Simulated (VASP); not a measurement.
Here is a VASP 6.6.1 calculation.

INCAR

```
SYSTEM = BiAs
PREC = Accurate
ENCUT = 520
EDIFF = 1E-8
ISMEAR = -1
SIGMA = 0.03
LREAL = .False.
LASPH = .True.
NELM = 60
ALGO = Normal
ISIF = 2
LWAVE = .False.
LCHARG = .False.
GGA = PE
LEFG = .True.
NBANDS = 17
```

Contents of KPOINTS:

```
regular mesh
0
Gamma
  11 11 11
  0 0 0
```

Contents of POSCAR:

```
BiAs
1.0
    0.0000000000      3.0756766768      3.0756766768
    3.0756766768      0.0000000000      3.0756766768
    3.0756766768      3.0756766768      0.0000000000
As Bi
1 1
Direct
    0.0000000000      0.0000000000      0.0000000000
    0.5000000000      0.5000000000      0.5000000000
```

Potentials or basis: VASP PAW PBE potentials, release 64 (As, Bi_d).

Run with:

```bash
$ cat potpaw_PBE.64/As/POTCAR potpaw_PBE.64/Bi_d/POTCAR > POTCAR
$ mpirun -np 1 vasp_std > vasp.out
```

Task: What does it give for the pressure?

Result: -3.2 GPa.

Task: Predict the band gap on the k mesh.

Result: 0.12 eV, indirect (least direct gap 0.39 eV).

Caveat: without QUAD_EFG the Cq values of the log hold for a quadrupole moment of 1 mb, not for the nuclei; spin-orbit coupling is left out, which moves the levels of the heavy elements. A k mesh can miss the band edges.
